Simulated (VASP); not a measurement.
# Re (Pm-3n) in VASP: single point with PBEsol

Aim: the single point of Re with PBEsol.

All numbers are computed with VASP 6.6.1; they aren't measurements. Logs are shortened: lines on timing, memory, paths and dates and some standing lists are left out, and cuts for length are marked.

## (1) The cell of the first run

Symmetry: Pm-3n, No. 223, cubic system. Conventional cell: a = 4.934 Å, b = 4.934 Å, c = 4.934 Å, α = 90.00°, β = 90.00°, γ = 90.00°. Re (site symmetry m-3) has 12 Re at 2.76 Å within 3.6 Å. Within 3.3 Å of Re (site symmetry -4m2) lie 14 Re at 2.47 to 3.02 Å.

## (2) Single point, PBEsol

Contents of INCAR:

```
SYSTEM = Re
  ALGO = Fast
  EDIFF = 1E-6
  ENCUT = 520
  GGA = PS
  ISIF = 2
  ISMEAR = 0
  LASPH = .True.
  LCHARG = .True.
  LELF = .True.
  LREAL = .False.
  LVHAR = .True.
  LWAVE = .False.
  NBANDS = 38
  NELM = 80
  PREC = Accurate
  SIGMA = 0.1
```

Contents of KPOINTS:

```
k-points
0
Gamma
  4 4 4
  0 0 0
```

Contents of POSCAR:

```
Re
1.0
    4.9335961179      0.0000000000      0.0000000000
    0.0000000000      4.9335961179      0.0000000000
    0.0000000000      0.0000000000      4.9335961179
Re
8
Direct
    0.5000000000      0.5000000000      0.5000000000
    0.0000000000      0.0000000000      0.0000000000
    0.2500000000      0.0000000000      0.5000000000
    0.5000000000      0.2500000000      0.0000000000
    0.5000000000      0.7500000000      0.0000000000
    0.7500000000      0.0000000000      0.5000000000
    0.0000000000      0.5000000000      0.7500000000
    0.0000000000      0.5000000000      0.2500000000
```

Potentials or basis: VASP PAW PBE potentials, release 64 (Re).

Launch:

```console
$ cat potpaw_PBE.64/Re/POTCAR > POTCAR
$ mpirun -np 1 vasp_std > vasp.out
```

OUTCAR:

```text
SYSTEM = Re
   EDIFF = 1E-6
   ENCUT = 520
   GGA = PS
   ISIF = 2
   ISMEAR = 0
   LASPH = .True.
   LREAL = .False.
   NELM = 80
   PREC = Accurate

 ion  position               nearest neighbor table
   1  0.500  0.500  0.500-   3 2.76   4 2.76   5 2.76   6 2.76   7 2.76   8 2.76   4 2.76   5 2.76
                             3 2.76   6 2.76   7 2.76   8 2.76
   2  0.000  0.000  0.000-   3 2.76   4 2.76   5 2.76   6 2.76   7 2.76   8 2.76   3 2.76   6 2.76
                             7 2.76   8 2.76   4 2.76   5 2.76
   3  0.250  0.000  0.500-   6 2.47   6 2.47   1 2.76   2 2.76   1 2.76   2 2.76   8 3.02   5 3.02
                             4 3.02   5 3.02   4 3.02   7 3.02   8 3.02   7 3.02
   4  0.500  0.250  0.000-   5 2.47   5 2.47   1 2.76   1 2.76   2 2.76   2 2.76   8 3.02   3 3.02
                             3 3.02   6 3.02   6 3.02   7 3.02   7 3.02   8 3.02
   5  0.500  0.750  0.000-   4 2.47   4 2.47   1 2.76   1 2.76   2 2.76   2 2.76   8 3.02   3 3.02
                             3 3.02   6 3.02   6 3.02   7 3.02   7 3.02   8 3.02
   6  0.750  0.000  0.500-   3 2.47   3 2.47   1 2.76   2 2.76   1 2.76   2 2.76   8 3.02   4 3.02
                             4 3.02   5 3.02   5 3.02   7 3.02   8 3.02   7 3.02
   7  0.000  0.500  0.750-   8 2.47   8 2.47   1 2.76   2 2.76   2 2.76   1 2.76   3 3.02   4 3.02
                             5 3.02   3 3.02   6 3.02   6 3.02   4 3.02   5 3.02
   8  0.000  0.500  0.250-   7 2.47   7 2.47   1 2.76   2 2.76   2 2.76   1 2.76   3 3.02   4 3.02
                             5 3.02   3 3.02   6 3.02   6 3.02   4 3.02   5 3.02

  LATTYP: Found a simple cubic cell.
 ALAT       =     4.9335961179

  Lattice vectors:

 A1 = (   4.9335961179,   0.0000000000,   0.0000000000)
 A2 = (   0.0000000000,   4.9335961179,   0.0000000000)
 A3 = (   0.0000000000,   0.0000000000,   4.9335961179)

Analysis of symmetry for initial positions (statically):
=====================================================================
 Subroutine PRICEL returns:
 Original cell was already a primitive cell.

 Routine SETGRP: Setting up the symmetry group for a
 simple cubic supercell.

 Subroutine GETGRP returns: Found 48 space group operations
 (whereof 24 operations were pure point group operations)
 out of a pool of 48 trial point group operations.

The static configuration has the point symmetry T_h .
 The point group associated with its full space group is O_h .

Analysis of symmetry for dynamics (positions and initial velocities):
=====================================================================
 Subroutine PRICEL returns:
 Original cell was already a primitive cell.

 Routine SETGRP: Setting up the symmetry group for a
 simple cubic supercell.

 Subroutine GETGRP returns: Found 48 space group operations
[... 113 lines left out ...]
   NUPDOWN=      -1.0000    fix difference up-down
   EMIN   =  10.00;   EMAX   =-10.00  energy-range for DOS
   EFERMI =   0.00;   METHOD = LEGACY
   ISMEAR =     0;   SIGMA  =   0.10  broadening in eV -4-tet -1-fermi 0-gaus
   EFERMI_NEDOS =   21; number of points for ismear=-14 and -15
   IALGO  =     68    algorithm
   IMIX   =      4    mixing-type and parameters
     AMIX     =   0.40;   BMIX     =  1.00
     AMIX_MAG =   1.60;   BMIX_MAG =  1.00
  volume/ion in A,a.u.               =      15.01       101.30
  Fermi-wavevector in a.u.,A,eV,Ry     =   1.269523  2.399051 21.928356  1.611689
  Thomas-Fermi vector in A             =   2.402560
   LORBIT       =      0    0 simple, 1 ext, 2 COOP (PROOUT), +10 PAW based schemes
   GGA     = PS    functional components
   LHFCALC =     F    Hartree Fock is set to
   AEXX    =    0.0000 exact exchange contribution
   IVDW    =     0    specifies the selected vdW correction
   LEPSILON=     F    determine dielectric tensor
   LRPA    =     F    only Hartree local field effects (RPA)
 non-spin polarized calculation
 RMM-DIIS sequential band-by-band and
 Gauss-broadening in eV      SIGMA  =   0.10
  energy-cutoff  :      520.00
  volume of cell :      120.09
 maximum number of plane-waves:      3243
 NGX is ok and might be reduce to    40
   NGX = 19   NGY = 19   NGZ = 19

 number of electron      56.0000013 magnetization

 Free energy of the ion-electron system (eV)
  ---------------------------------------------------
  ext. energy  EPLUGINS =         0.00000000
  ---------------------------------------------------
  free energy    TOTEN  =      -105.36208162 eV

  energy without entropy =     -105.31124327  energy(sigma->0) =     -105.33666244

 E-fermi :   8.1199     XC(G=0): -13.6970

 val. band max:        8.1139282458   @ k =   0.5000   0.5000   0.5000
 cond. band min:       8.1207107520   @ k =   0.2500   0.2500   0.0000
 fundamental gap:      0.0067825062
 Fermi energy:         8.1199176508

 k-point     1 :       0.0000    0.0000    0.0000
  band No.  band energies     occupation
      1      -2.2633      2.00000
      2       1.0840      2.00000
      3       1.0840      2.00000
      4       2.1385      2.00000
      5       2.5105      2.00000
      6       2.5105      2.00000
[... 399 lines left out ...]
     37      10.9196      0.00000
     38      11.0163      0.00000

------------------------ aborting loop because EDIFF is reached ----------------------------------------

  FORCE on cell =-STRESS in cart. coord.  units (eV):
  Direction    XX          YY          ZZ          XY          YZ          ZX
  --------------------------------------------------------------------------------------
  -------------------------------------------------------------------------------------
  Total       -4.0983125     -4.0983125     -4.0983125      0.0000000      0.0000000     -0.0000000
  in kB      -54.6795429    -54.6795429    -54.6795429      0.0000000      0.0000000     -0.0000000
  external PRESSURE =     -54.6795429 kB  Pullay stress =       0.0000000 kB

 VOLUME and BASIS-vectors are now :
 -----------------------------------------------------------------------------
  energy-cutoff  :      520.00
  volume of cell :      120.09
      direct lattice vectors                 reciprocal lattice vectors
     4.933596118  0.000000000  0.000000000     0.202691906  0.000000000  0.000000000
     0.000000000  4.933596118  0.000000000     0.000000000  0.202691906  0.000000000
     0.000000000  0.000000000  4.933596118     0.000000000  0.000000000  0.202691906

 POSITION                                       TOTAL-FORCE (eV/Angst)
 -----------------------------------------------------------------------------------
      2.46680      2.46680      2.46680         0.000000     -0.000000      0.000000
      0.00000      0.00000      0.00000         0.000000     -0.000000      0.000000
      1.23340      0.00000      2.46680         0.000000     -0.000000      0.000000
      2.46680      1.23340      0.00000        -0.000000     -0.000000      0.000000
      2.46680      3.70020      0.00000         0.000000     -0.000000     -0.000000
      3.70020      0.00000      2.46680        -0.000000      0.000000     -0.000000
      0.00000      2.46680      3.70020        -0.000000      0.000000     -0.000000
      0.00000      2.46680      1.23340         0.000000     -0.000000      0.000000
 -----------------------------------------------------------------------------------
    total drift:                               -0.000000     -0.000000     -0.000000

  FREE ENERGIE OF THE ION-ELECTRON SYSTEM (eV)
  ---------------------------------------------------
  free  energy   TOTEN  =      -105.3620816203 eV

  energy  without entropy=     -105.3112432676  energy(sigma->0) =     -105.33666244
```

OSZICAR:

```text
N       E                     dE             d eps       ncg     rms          rms(c)
DAV:   1     0.107163937496E+04    0.10716E+04   -0.17350E+04  1104   0.182E+03
DAV:   2     0.529890226743E+02   -0.10187E+04   -0.95896E+03  1230   0.158E+03
DAV:   3    -0.864643291111E+02   -0.13945E+03   -0.12760E+03  1470   0.834E+02
DAV:   4    -0.109015243567E+03   -0.22551E+02   -0.21209E+02  1484   0.243E+02
[... 25 lines left out ...]
RMM:  30    -0.105362074709E+03   -0.40846E-05   -0.41444E-05   836   0.559E-02    0.542E-03
RMM:  31    -0.105362077607E+03   -0.28976E-05   -0.29297E-05   792   0.434E-02    0.157E-02
RMM:  32    -0.105362079454E+03   -0.18469E-05   -0.18533E-05   767   0.425E-02    0.445E-03
RMM:  33    -0.105362080801E+03   -0.13479E-05   -0.13254E-05   752   0.471E-02    0.149E-02
RMM:  34    -0.105362081620E+03   -0.81888E-06   -0.84186E-06   738   0.505E-02
   1 F= -.10536208E+03 E0= -.10533666E+03  d E =-.508384E-01
```

Run time: 2 min. Hardware: 1 thread of Intel Xeon Platinum 8488C (Sapphire Rapids), shared host; peak memory 0.24 GiB.

Results:

| Property | Result |
| --- | --- |
| Free energy | -105.3621 eV |
| Pressure | -5.5 GPa |
| Band gap on the k mesh | zero (bands 28 and 29 overlap by 0.42 eV) |

Levels at points of the mesh, in eV from the Fermi level:
| k point | band 24 | band 25 | band 26 | band 27 | band 28 | band 29 | band 30 | band 31 | band 32 | band 33 |
| --- | --- | --- | --- | --- | --- | --- | --- | --- | --- | --- |
| (0.00, 0.00, 0.00) | -1.77 | -1.77 | 0.20 | 0.20 | 0.20 | 0.28 | 0.28 | 0.28 | 0.55 | 0.55 |
| (0.50, 0.00, 0.00) | -2.02 | -0.76 | -0.76 | -0.54 | -0.54 | -0.23 | -0.23 | 0.65 | 0.65 | 1.51 |
| (0.50, 0.50, 0.00) | -1.04 | -1.04 | -0.99 | -0.77 | -0.12 | -0.12 | 0.76 | 0.84 | 1.08 | 1.08 |
| (0.50, 0.50, 0.50) | -2.57 | -0.01 | -0.01 | -0.01 | -0.01 | -0.01 | -0.01 | 1.65 | 1.65 | 1.65 |

Caveat: the cell stands under tension; the PAW data sets were made with another functional, which shifts forces and pressure a little; spin-orbit coupling is left out, which moves the levels of the heavy elements.
